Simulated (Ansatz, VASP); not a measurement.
Cd: VASP beside Ansatz

File INCAR:

```
SYSTEM = Cd
  PREC = Accurate
  ENCUT = 520
  EDIFF = 1E-8
  ISMEAR = -1
  SIGMA = 0.05
  LREAL = .False.
  LASPH = .True.
  NELM = 100
  ALGO = Normal
  ISIF = 2
  LWAVE = .False.
  LCHARG = .False.
  GGA = PS
  LEFG = .True.
  NBANDS = 19
```

File KPOINTS:

```
regular mesh
0
Gamma
  14 14 7
  0 0 0
```

The input POSCAR:

```
Cd
1.0
    3.0277151646      0.0000000000      0.0000000000
   -1.5138575823      2.6220782480      0.0000000000
    0.0000000000      0.0000000000      5.7097589939
Cd
2
Direct
    0.3333333333      0.6666666667      0.2500000000
    0.6666666667      0.3333333333      0.7500000000
```

Input for Ansatz:

```yaml
crystal:
  lattice:
    - [3.0277151646, 0.0, 0.0]
    - [-1.5138575823, 2.622078248, 0.0]
    - [0.0, 0.0, 5.7097589939]
  atoms:
    - { symbol: Cd, position: [0.3333333333, 0.6666666667, 0.25] }
    - { symbol: Cd, position: [0.6666666667, 0.3333333333, 0.75] }
kpoints:
  mp_grid: { grid: [14, 14, 7] }
scf:
  occupations: { method: fermi_dirac, width: 0.05 }
hamiltonian:
  xc: pbesol
  pseudopotentials: { kind: all_electron, datasets: crystal }
output:
  forces: true
  stress: true
  eigenvalues: true
  efg: { contact_densities: true }
```

Change from the starting cell: volume scaled by 1.05, crystal datasets.

Alike in both runs: task electric field gradients; functional PBEsol; k mesh 14 × 14 × 7; occupations fermi-dirac, width 0.05 eV; no spin polarisation.

```csv
,VASP,Ansatz
version,VASP 6.6.1,Ansatz 0.2.0
potentials or method,"VASP PAW PBE potentials, release 64 (Cd), cutoff 520 eV","all-electron PAW with datasets made for the crystal, scalar-relativistic"
```

```csv
,VASP,Ansatz,Ansatz less VASP
pressure (GPa),-3.4,-3.6,-0.28
"traceless stress, the component that is largest in VASP (GPa)",0.40,0.53,+0.124
size of Vzz on the site where it differs most (V/Å²),74.1,70.2,-3.87
```

VASP's potentials were made for PBE, not for PBEsol. Ansatz ran all-electron here, and VASP with PAW potentials.
